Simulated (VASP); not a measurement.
# Te2Mo in VASP: further runs

The runs below take Te2Mo through single point, with RPBE+D3(BJ), LDA, PBEsol+D3(BJ), PBE, RPBE.

Program: VASP 6.6.1. These are calculated values, not measurements. Logs are shortened: lines on timing, memory, paths and dates and some standing lists are left out, and cuts for length are marked.

## (1) The cell of the first run

It takes space group P2_1/m (No. 11, monoclinic). Conventional cell: a = 5.945 Å, b = 3.146 Å, c = 12.200 Å, α = 90.00°, β = 97.47°, γ = 90.00°. Te (site symmetry m) has 3 Mo at 2.63 to 2.64 Å and 10 Te at 3.08 to 3.52 Å within 3.6 Å. Within 3.6 Å of Te (site symmetry m) lie 3 Mo at 2.61 to 2.64 Å and 9 Te at 3.03 to 3.52 Å. Te (site symmetry m) has 3 Mo at 2.61 to 2.62 Å and 9 Te at 3.03 to 3.51 Å within 3.6 Å. Within 3.6 Å of Te (site symmetry m) lie 3 Mo at 2.64 to 2.65 Å and 10 Te at 3.09 to 3.51 Å. Mo (site symmetry m) has 6 Te at 2.61 to 2.64 Å and 4 Mo at 2.71 to 3.15 Å within 3.4 Å. Within 3.4 Å of Mo (site symmetry m) lie 6 Te at 2.61 to 2.65 Å and 4 Mo at 2.72 to 3.15 Å.

## (2) Single point, RPBE+D3(BJ)

The input, INCAR:

```
PREC = Accurate
ENCUT = 520
EDIFF = 1E-6
ISMEAR = -1
SIGMA = 0.05
LREAL = False
LASPH = True
NELM = 80
ALGO = Normal
ISIF = 2
LWAVE = False
LCHARG = True
GGA = RP
IVDW = 12
LELF = True
LVHAR = True
NBANDS = 64
```

The input, KPOINTS:

```
Automatic mesh
0
Gamma
  4 8 2
```

The input, POSCAR:

```
Te2Mo
1.0
    5.9402271117      0.0000000000     -0.2446608292
    0.0000000000      3.1458722221      0.0000000000
   -1.0866005691      0.0000000000     12.1511788643
Te Mo
8 4
Direct
    0.0295036166      0.5000000000      0.3806981354
    0.9704950514      0.0000000000      0.6193011235
    0.5365609678      0.0000000000      0.3305208006
    0.4634371211      0.5000000000      0.6694786584
    0.1005684995      0.0000000000      0.1709586720
    0.8994329581      0.5000000000      0.8290414633
    0.6036236868      0.5000000000      0.1189031999
    0.3963773628      0.0000000000      0.8810972874
    0.3155366731      0.0000000000      0.5045386744
    0.6844617486      0.5000000000      0.4954607119
    0.1884701870      0.5000000000      0.0110115312
    0.8115311172      0.0000000000      0.9889887320
```

Potentials or basis: VASP PAW PBE potentials, release 64 (Te, Mo_sv).

On the command line:

```bash
$ cat potpaw_PBE.64/Te/POTCAR potpaw_PBE.64/Mo_sv/POTCAR > POTCAR
$ mpirun -np 1 vasp_std > vasp.out
```

OUTCAR:

```text
PREC = Accurate
   ENCUT = 520
   EDIFF = 1E-6
   ISMEAR = -1
   LREAL = False
   LASPH = True
   NELM = 80
   ISIF = 2
   GGA = RP
   IVDW = 12
 IVDW          = 12

 ion  position               nearest neighbor table
   1  0.030  0.500  0.381-  10 2.63   9 2.64   9 2.64   5 3.08   5 3.08   3 3.31   3 3.31   2 3.37
                             2 3.37   3 3.52   3 3.52
   2  0.970  0.000  0.619-   9 2.63  10 2.64  10 2.64   6 3.08   6 3.08   4 3.31   4 3.31   1 3.37
                             1 3.37   4 3.52   4 3.52
   3  0.537  0.000  0.331-  10 2.61  10 2.61   9 2.64   5 3.03   7 3.09   7 3.09   1 3.31   1 3.31
                             1 3.52   1 3.52
   4  0.463  0.500  0.669-   9 2.61   9 2.61  10 2.64   6 3.03   8 3.09   8 3.09   2 3.31   2 3.31
                             2 3.52   2 3.52
   5  0.101  0.000  0.171-  11 2.61  11 2.61  12 2.62   3 3.03   1 3.08   1 3.08   7 3.33   7 3.33
                             7 3.51   7 3.51
   6  0.899  0.500  0.829-  12 2.61  12 2.61  11 2.62   4 3.03   2 3.08   2 3.08   8 3.33   8 3.33
                             8 3.51   8 3.51
   7  0.604  0.500  0.119-  11 2.64  12 2.65  12 2.65   3 3.09   3 3.09   5 3.33   5 3.33   8 3.39
                             8 3.39   5 3.51   5 3.51
   8  0.396  0.000  0.881-  12 2.64  11 2.65  11 2.65   4 3.09   4 3.09   6 3.33   6 3.33   7 3.39
                             7 3.39   6 3.51   6 3.51
   9  0.316  0.000  0.505-   4 2.61   4 2.61   2 2.63   3 2.64   1 2.64   1 2.64  10 2.71  10 2.71

  10  0.684  0.500  0.495-   3 2.61   3 2.61   1 2.63   4 2.64   2 2.64   2 2.64   9 2.71   9 2.71

  11  0.188  0.500  0.011-   5 2.61   5 2.61   6 2.62   7 2.64   8 2.65   8 2.65  12 2.72  12 2.72

  12  0.812  0.000  0.989-   6 2.61   6 2.61   5 2.62   8 2.64   7 2.65   7 2.65  11 2.72  11 2.72

  LATTYP: Found a simple monoclinic cell.
 ALAT       =     5.9452634138
 B/A-ratio  =     0.5291392497
 C/A-ratio  =     2.0519975436
 COS(beta)  =    -0.1299812780

  Lattice vectors:

 A1 = (   5.9402271117,   0.0000000000,  -0.2446608292)
 A2 = (   0.0000000000,   3.1458722221,   0.0000000000)
 A3 = (  -1.0866005691,   0.0000000000,  12.1511788643)

Analysis of symmetry for initial positions (statically):
=====================================================================
 Subroutine PRICEL returns:
 Original cell was already a primitive cell.

 Routine SETGRP: Setting up the symmetry group for a
 simple monoclinic supercell.

 Subroutine GETGRP returns: Found  4 space group operations
 (whereof  2 operations were pure point group operations)
 out of a pool of  4 trial point group operations.

The static configuration has the point symmetry C_1h.
 The point group associated with its full space group is C_2h.

Analysis of symmetry for dynamics (positions and initial velocities):
=====================================================================
[... 150 lines left out ...]
     AMIX     =   0.40;   BMIX     =  1.00
     AMIX_MAG =   1.60;   BMIX_MAG =  1.00
  volume/ion in A,a.u.               =      18.85       127.23
  Fermi-wavevector in a.u.,A,eV,Ry     =   1.263473  2.387618 21.719848  1.596364
  Thomas-Fermi vector in A             =   2.396828
   LORBIT       =      0    0 simple, 1 ext, 2 COOP (PROOUT), +10 PAW based schemes
   GGA     = RP    functional components
   LHFCALC =     F    Hartree Fock is set to
   AEXX    =    0.0000 exact exchange contribution
   IVDW    =    12    specifies the selected vdW correction
   LEPSILON=     F    determine dielectric tensor
   LRPA    =     F    only Hartree local field effects (RPA)
 non-spin polarized calculation
  energy-cutoff  :      520.00
  volume of cell :      226.24
 maximum number of plane-waves:      6128
 NGX is ok and might be reduce to    48
   NGX = 23   NGY = 11   NGZ = 45

 number of electron     103.9999999 magnetization

 Free energy of the ion-electron system (eV)
  ---------------------------------------------------
  ext. energy  EPLUGINS =         0.00000000
  ---------------------------------------------------
  free energy    TOTEN  =       -58.76962711 eV

  energy without entropy =      -58.73459178  energy(sigma->0) =      -58.75210945

 E-fermi :  13.0209     XC(G=0): -11.9330

 val. band max:       12.9952189452   @ k =   0.0000   0.1250   0.5000
 cond. band min:      13.0496474408   @ k =   0.2500   0.1250   0.5000
 fundamental gap:      0.0544284957
 Fermi energy:        13.0209195545

 k-point     1 :       0.0000    0.0000    0.0000
  band No.  band energies     occupation
      1     -47.9620      2.00000
      2     -47.9346      2.00000
      3     -47.8396      2.00000
      4     -47.8078      2.00000
      5     -22.4538      2.00000
      6     -22.4293      2.00000
[... 1597 lines left out ...]
     63      15.5881      0.00000
     64      15.9193      0.00000

 [... further k-points ...]

------------------------ aborting loop because EDIFF is reached ----------------------------------------

 Edisp (eV)  -45.18612

 E8    (eV) :   -30.4350

  FORCE on cell =-STRESS in cart. coord.  units (eV):
  Direction    XX          YY          ZZ          XY          YZ          ZX
  --------------------------------------------------------------------------------------
  -------------------------------------------------------------------------------------
  Total      -0.14400    -0.21509    -0.31815     0.00000     0.00000     0.03009
  in kB      -1.01983    -1.52326    -2.25312     0.00000     0.00000     0.21308
  external pressure =       -1.60 kB  Pullay stress =        0.00 kB

 VOLUME and BASIS-vectors are now :
 -----------------------------------------------------------------------------
  energy-cutoff  :      520.00
  volume of cell :      226.24
      direct lattice vectors                 reciprocal lattice vectors
     5.940227112  0.000000000 -0.244660829     0.168966050  0.000000000  0.015109530
     0.000000000  3.145872222  0.000000000     0.000000000  0.317876865  0.000000000
    -1.086600569  0.000000000 12.151178864     0.003402088  0.000000000  0.082600768

 POSITION                                       TOTAL-FORCE (eV/Angst)
 -----------------------------------------------------------------------------------
     -0.23841      1.57294      4.61871        -0.001299      0.000000     -0.003261
      5.09203      0.00000      7.28780         0.001299      0.000000      0.003261
      2.82815      0.00000      3.88494         0.000168      0.000000     -0.000634
      2.02547      1.57294      8.02157        -0.000168      0.000000      0.000634
      0.41164      0.00000      2.05274        -0.006298      0.000000     -0.001509
      4.44200      1.57294      9.85378         0.006298      0.000000      0.001509
      3.45646      1.57294      1.29713        -0.000816      0.000000      0.002054
      1.39717      0.00000     10.60939         0.000816      0.000000     -0.002054
      1.32613      0.00000      6.05354        -0.028864      0.000000      0.002966
      3.52749      1.57294      5.85297         0.028864      0.000000     -0.002966
      1.10759      1.57294      0.08769         0.027275      0.000000      0.000092
      3.74604      0.00000     11.81883        -0.027275      0.000000     -0.000092
 -----------------------------------------------------------------------------------
    total drift:                                0.037408      0.000000      0.025544

  FREE ENERGIE OF THE ION-ELECTRON SYSTEM (eV)
  ---------------------------------------------------
  free  energy   TOTEN  =      -103.9557507970 eV

  energy  without entropy=     -103.9207154709  energy(sigma->0) =     -103.93823313
```

stdout:

```text
POSCAR found type information on POSCAR TeMo
 POSCAR found :  2 types and      12 ions
 scaLAPACK will be used
 -----------------------------------------------------------------------------
|                                                                             |
|                                                                             |
|     You enforced a specific xc type in the INCAR file but a different       |
|     I HOPE YOU KNOW WHAT YOU ARE DOING!                                     |
|                                                                             |
 -----------------------------------------------------------------------------

 LDA part: xc-table for (Slater+PW92), standard interpolation
 POSCAR, INCAR and KPOINTS ok, starting setup
 FFT: planning ... GRIDC
 FFT: planning ... GRID_SOFT
 FFT: planning ... GRID
 WAVECAR not read
 entering main loop
```

Run time: 17 min. Hardware: 1 thread of AMD EPYC 7R43 (Zen 3), shared host; peak memory 0.47 GiB.

What came out:

```
Free energy                : -103.9558 eV
Pressure                   : -0.2 GPa
Largest force              : 0.029 eV/Å
Band gap on the k mesh     : zero (bands 52 and 53 overlap by 0.98 eV)
Dispersion energy per atom : -3.766 eV
```

Forces in eV/Å, atoms in the order of the input:
```
Te  -0.001  0.000 -0.003
Te   0.001  0.000  0.003
Te   0.000  0.000 -0.001
Te   0.000  0.000  0.001
Te  -0.006  0.000 -0.002
Te   0.006  0.000  0.002
Te  -0.001  0.000  0.002
Te   0.001  0.000 -0.002
Mo  -0.029  0.000  0.003
Mo   0.029  0.000 -0.003
Mo   0.027  0.000  0.000
Mo  -0.027  0.000  0.000
```

Levels at points of the mesh, in eV from the Fermi level:
| k point | band 48 | band 49 | band 50 | band 51 | band 52 | band 53 | band 54 | band 55 | band 56 | band 57 |
| --- | --- | --- | --- | --- | --- | --- | --- | --- | --- | --- |
| (0.00, 0.00, 0.00) | -0.41 | -0.20 | -0.10 | 0.32 | 0.65 | 0.88 | 1.19 | 1.24 | 1.46 | 1.70 |
| (0.50, 0.00, 0.00) | -0.89 | -0.75 | -0.52 | -0.47 | -0.45 | -0.31 | -0.08 | 1.35 | 1.43 | 1.55 |
| (0.00, 0.50, 0.00) | -2.51 | -1.73 | -1.73 | -1.66 | -1.66 | 0.59 | 0.59 | 1.17 | 1.17 | 1.86 |
| (0.50, 0.50, 0.00) | -1.83 | -1.64 | -1.64 | -1.34 | -1.34 | 0.72 | 0.72 | 1.37 | 1.37 | 1.73 |
| (0.00, 0.00, 0.50) | -0.42 | -0.25 | 0.23 | 0.36 | 0.46 | 0.54 | 0.80 | 1.44 | 1.52 | 1.69 |
| (0.50, 0.00, 0.50) | -0.97 | -0.89 | -0.72 | -0.42 | -0.26 | -0.13 | 0.36 | 1.05 | 1.27 | 1.45 |
| (0.00, 0.50, 0.50) | -2.31 | -2.18 | -2.18 | -1.27 | -1.27 | 0.24 | 0.24 | 1.24 | 1.24 | 1.54 |
| (0.50, 0.50, 0.50) | -1.84 | -1.52 | -1.52 | -1.23 | -1.23 | 0.71 | 0.71 | 1.15 | 1.15 | 1.61 |

Caveat: the dispersion term is far too large for a dense solid, which distorts pressure and volume; the PAW data sets were made with another functional, which shifts forces and pressure a little; spin-orbit coupling is left out, which moves the levels of the heavy elements.

(Part 1 of 3 ends here.)

The gap in the log of VASP goes by the Fermi energy; the results here count the filled bands.